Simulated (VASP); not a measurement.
Runs of VASP 6.6.1 on KBr. The structure is that of space group Pm-3m (No. 221), or close to it. The cells are those of the table. The cell was built from a structure type or drawn by symmetry, and may not be a known phase.

| task | level | cell | k mesh | cutoff (eV) | smearing | gap on the mesh (eV) | pressure (GPa) | relaxed volume (Å³/atom) |
| --- | --- | --- | --- | --- | --- | --- | --- | --- |
| single point | PBE | a = 4.038, b = 4.038, c = 4.040 Å, 2 atoms | 6 × 6 × 6 | 520 | gaussian 0.02 eV | 3.87 | 0.0 | - |
| single point | PBE | a = 4.038, b = 4.038, c = 4.040 Å, 2 atoms | 8 × 8 × 6 | 520 | gaussian 0.02 eV | 3.87 | 0.0 | - |
| single point | PBE | a = 4.038, b = 4.038, c = 4.040 Å, 2 atoms | 6 × 6 × 6 | 520 | gaussian 0.01 eV | 3.87 | 0.0 | - |
| relaxation of cell and atoms | PBE | relaxed from a = 4.038, b = 4.038, c = 4.040 Å, 2 atoms | 6 × 6 × 6 | 600 | gaussian 0.02 eV | 3.87 | 0.0 | (b) |
| single point | r2SCAN | a = 4.038, b = 4.038, c = 4.040 Å, 2 atoms | 6 × 6 × 6 | 520 | gaussian 0.02 eV | 4.61 | -0.8 | - |
| relaxation of cell and atoms | PBE | relaxed from a = 4.038, b = 4.038, c = 4.040 Å, 2 atoms | 6 × 6 × 6 | 600 | gaussian 0.01 eV | (a) | 0.0 | 33.04 |

Alike in all rows: potentials or basis VASP PAW PBE potentials, release 64 (K_sv, Br); no spin polarisation.

Fill in the values left out.

(a) 3.86; (b) 32.98.

Caveats: the PAW data sets were made with another functional, which shifts forces and pressure a little (at least some runs).

A k mesh can miss the band edges, and the runs leave out spin-orbit coupling on Br.
